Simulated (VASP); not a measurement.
# Te (R-3m) in VASP: a series of runs, part 2 of 2

VASP 6.6.1.

## Step 3: Relaxation of cell and atoms, PBEsol, target pressure 8.9 GPa, at which the enthalpy is minimised

This run uses another cell than the first one, of 26.37 Å³/atom.

INCAR

```
PREC     = Accurate       # precision mode
ENCUT    = 600            # plane-wave cutoff, eV
EDIFF    = 1E-7           # SCF threshold, eV
ISMEAR   = -1             # smearing method
SIGMA    = 0.1            # smearing width, eV
LREAL    = F              # projectors in reciprocal space
LASPH    = T              # aspherical terms in the spheres
NELM     = 80             # most SCF steps
ALGO     = Normal         # electronic algorithm
ISIF     = 3              # what is computed and relaxed
LWAVE    = F              # write WAVECAR
LCHARG   = F              # write CHGCAR
GGA      = PS             # functional
IBRION   = 2              # ionic algorithm
NSW      = 32             # ionic steps
EDIFFG   = -0.005         # ionic threshold
PSTRESS  = 89.0
```

KPOINTS

```
regular mesh
0
Gamma
  11 11 11
```

POSCAR

```
Te
1.0
    1.9057212893     -1.1002686994      4.1922566834
    0.0000000000      2.2005373988      4.1922566834
   -1.9057212893     -1.1002686994      4.1922566834
Te
2
Direct
    0.2500000368      0.2500000368      0.2500000368
   -0.2500000368     -0.2500000368     -0.2500000368
```

Potentials or basis: VASP PAW PBE potentials, release 64 (Te).

Started as:

```console
$ cat potpaw_PBE.64/Te/POTCAR > POTCAR
$ mpirun -np 1 vasp_std > vasp.out
```

OUTCAR:

```text
PREC = Accurate
   ENCUT = 600
   EDIFF = 1E-7
   ISMEAR = -1
   LREAL = F
   LASPH = T
   NELM = 80
   ISIF = 3
   GGA = PS
   IBRION = 2
   NSW = 32
   EDIFFG = -0.005
   PSTRESS = 89.0

 ion  position               nearest neighbor table
   1  0.250  0.250  0.250-   2 3.04   2 3.04   2 3.04   2 3.04   2 3.04   2 3.04
   2  0.750  0.750  0.750-   1 3.04   1 3.04   1 3.04   1 3.04   1 3.04   1 3.04

  LATTYP: Found a trigonal (rhomboedric) cell.
 ALAT       =     4.7346996677
 COS(alpha) =     0.6759859109

  Lattice vectors:

 A1 = (   1.9057212893,  -1.1002686994,   4.1922566834)
 A2 = (   0.0000000000,   2.2005373988,   4.1922566834)
 A3 = (  -1.9057212893,  -1.1002686994,   4.1922566834)

Analysis of symmetry for initial positions (statically):
[... 437 lines left out ...]
 Fermi energy:         9.0883976209

 k-point     1 :       0.0000    0.0000    0.0000
  band No.  band energies     occupation
      1      -5.9962      2.00000
      2       0.7599      2.00000
      3       3.4019      2.00000
      4       7.2614      2.00000
      5       7.2614      2.00000
      6      10.7715      0.00000
      7      10.7715      0.00000
      8      12.1318      0.00000
      9      12.4217      0.00000
     10      14.6667      0.00000
[... 287 lines left out ...]
 k-point    24 :      -0.1818    0.1818   -0.0000
  band No.  band energies     occupation
      1      -4.8213      2.00000
      2      -0.4231      2.00000
      3       4.0885      2.00000
      4       6.2414      2.00000
      5       6.2953      2.00000
      6       6.9457      2.00000
      7       7.2432      2.00000
      8      12.0041      0.00000
      9      13.5907      0.00000
     10      14.6986      0.00000

 [... further k-points ...]

------------------------ aborting loop because EDIFF is reached ----------------------------------------

  FORCE on cell =-STRESS in cart. coord.  units (eV):
  Direction    XX          YY          ZZ          XY          YZ          ZX
  --------------------------------------------------------------------------------------
  -------------------------------------------------------------------------------------
  Total        2.9230751      2.9230751      2.9370033      0.0000000     -0.0000000      0.0000000
  in kB       88.7065968     88.7065969     89.1292770      0.0000000     -0.0000000      0.0000000
  external PRESSURE =      -0.1525098 kB  Pullay stress =      89.0000000 kB
[... 21 lines left out ...]
  energy  without entropy=       -6.7467153810  energy(sigma->0) =       -6.76381335

  enthalpy is  TOTEN    =        -3.8481679697 eV   P V=        2.9327433522

 reached required accuracy - stopping structural energy minimisation
```

OSZICAR:

```text
N       E                     dE             d eps       ncg     rms          rms(c)
DAV:   1     0.517814512416E+02    0.51781E+02   -0.52366E+03  2920   0.111E+03
DAV:   2    -0.410923606946E+01   -0.55891E+02   -0.53973E+02  4196   0.146E+02
[... 38 lines left out ...]
DAV:   3    -0.678141046436E+01   -0.69889E-08   -0.96219E-08  1532   0.194E-03
   6 F= -.38481613E+01 E0= -.38310792E+01  d E =-.264572E-04
       N       E                     dE             d eps       ncg     rms          rms(c)
DAV:   1    -0.678091380414E+01    0.49665E-03   -0.17507E-04  3128   0.840E-02    0.903E-03
DAV:   2    -0.678091217538E+01    0.16288E-05   -0.43082E-06  3042   0.155E-02    0.639E-03
DAV:   3    -0.678091131985E+01    0.85553E-06   -0.23754E-06  3012   0.859E-03    0.435E-03
DAV:   4    -0.678091132192E+01   -0.20678E-08   -0.42044E-08  1608   0.179E-03
   7 F= -.38481680E+01 E0= -.38310700E+01  d E =-.666504E-05
```

Wall time 3 min (1 thread of AMD EPYC 9R45 (Zen 5), shared host); peak memory 0.27 GiB.

What came out:

| Quantity | Value |
| --- | --- |
| Free energy | -6.7809 eV |
| Relaxed volume | 26.40 Å³/atom |
| Relaxed cell | a = 4.738 Å, b = 4.738 Å, c = 4.738 Å, α = 47.43°, β = 47.43°, γ = 47.43° |
| Space group after relaxing (to 0.1 Å) | R-3m (No. 166) |
| Energy change on relaxing (the run minimises the enthalpy) | -1.5 meV/atom |
| Ionic steps | 7 |
| Pressure after relaxing | 8.9 GPa |
| Band gap on the k mesh | zero (bands 6 and 7 overlap by 4.37 eV) |

Step by step:
| step | energy change (eV) | largest force (eV/Å) | pressure (GPa) | volume (Å³) |
| --- | --- | --- | --- | --- |
| 1 | 0.0000 | 0.0000 | 9.01 | 52.74 |
| 2 | -0.0079 | 0.0000 | 8.71 | 52.89 |
| 3 | -0.0033 | 0.0000 | 8.89 | 52.80 |
| 4 | -0.0034 | 0.0000 | 8.89 | 52.80 |
| 5 | -0.0038 | 0.0000 | 8.87 | 52.81 |
| 6 | -0.0035 | 0.0000 | 8.88 | 52.80 |
| 7 | -0.0030 | 0.0000 | 8.88 | 52.80 |

Final structure:
```
Te
1.0
     1.90575   -1.10028    4.19637
     0.00000    2.20057    4.19637
    -1.90575   -1.10028    4.19637
Te
2
Direct
  0.25000 0.25000 0.25000
  0.75000 0.75000 0.75000
```

Caveat: the cell is relaxed towards a set pressure, so the run minimises the enthalpy, not the energy; the PAW data sets were made with another functional, which shifts forces and pressure a little; spin-orbit coupling is left out, which moves the levels of the heavy elements.
